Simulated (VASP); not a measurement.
The system is Ta3AsAu2O13.

```
CELL_PARAMETERS angstrom
5.72385 -0.00745 -0.00403
1.30279 6.25499 0.00561
0.27574 1.30074 8.36754
ATOMIC_POSITIONS crystal
Ta 0.21713 0.30521 0.58431
Ta 0.03325 0.11123 0.99855
Ta 0.58248 0.62145 0.50482
As 0.58707 0.89691 0.83049
Au 0.58004 0.09228 0.18613
Au 0.04485 0.82077 0.44682
O 0.66201 0.69726 0.71088
O 0.51632 0.13418 0.69625
O 0.85098 0.88773 0.91932
O 0.34466 0.87003 0.94651
O 0.73015 0.29240 0.03095
O 0.24622 0.21809 0.11075
O 0.12900 0.09398 0.49104
O 0.48032 0.38887 0.43499
O 0.05966 0.26685 0.78594
O 0.93330 0.53240 0.45645
O 0.49975 0.85161 0.34971
O 0.25256 0.62988 0.62473
O 0.91878 0.95175 0.22636
```

Base run:

* Program: VASP 6.6.1
* Functional: PBE
* Potentials or basis: VASP PAW PBE potentials, release 64 (Ta_pv, As, Au, O)
* Cutoff: 520 eV
* k mesh: 4 × 4 × 3
* Occupations: fermi-dirac, width 0.05 eV
* Spin: no spin polarisation
* Hubbard terms: Au d U = 6.0 eV, Ta d U = 6.0 eV

Its results: band gap on the k mesh 1.44 eV; pressure 4.3 GPa; largest force 1.826 eV/Å.

The run is repeated on the same cell with these changes: hubbard terms from Au d U = 6.0 eV, Ta d U = 6.0 eV to Au d U = 3.0 eV, Ta d U = 3.0 eV. What comes out?

Band gap on the k mesh 1.40 eV (least direct gap 1.41 eV); pressure 2.6 GPa; largest force 0.944 eV/Å.

Caveats: spin-orbit coupling is left out, which moves the levels of the heavy elements; the cell stands under pressure (at least some runs); forces of over 1 eV/Å act on the atoms, so gaps and moduli don't describe the material at rest (at least some runs).

A k mesh can miss the band edges.
